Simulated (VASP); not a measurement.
**I: single point with PBE**

I:

```
CELL_PARAMETERS angstrom
1.85485 1.85485 1.85485
-1.85485 1.85485 1.85485
-1.85485 -1.85485 1.85485
ATOMIC_POSITIONS crystal
I 0.00000 0.00000 0.00000
```

| Quantity | Value |
| --- | --- |
| Program | VASP 6.6.1 |
| Task | single point |
| Functional | PBE |
| Potentials or basis | VASP PAW PBE potentials, release 64 (I) |
| Cutoff | 520 eV |
| k mesh | 9 × 9 × 9 |
| Occupations | fermi-dirac, width 0.02 eV |
| Spin | no spin polarisation |

```json
{
 "Pressure": "19.9 GPa",
 "Band gap on the k mesh": "zero (an odd number of electrons rules out a gap without spin polarisation)"
}
```

Levels at points of the mesh, in eV from the Fermi level:
| k point | band 1 | band 2 | band 3 | band 4 | band 5 | band 6 | band 7 | band 8 |
| --- | --- | --- | --- | --- | --- | --- | --- | --- |
| (0.00, 0.00, 0.00) | -16.12 | 1.69 | 1.69 | 1.69 | 9.55 | 9.77 | 9.77 | 9.77 |

Wall time 9.7 s on 1 thread of AMD EPYC 7R43 64-Core Processor (Zen 3), on a shared host, peak memory 0.1 GiB.

Caveat: the cell stands under pressure; spin-orbit coupling is left out, which moves the levels of the heavy elements; an odd number of electrons without spin polarisation forces a metal; a magnetic or distorted state may lie lower.
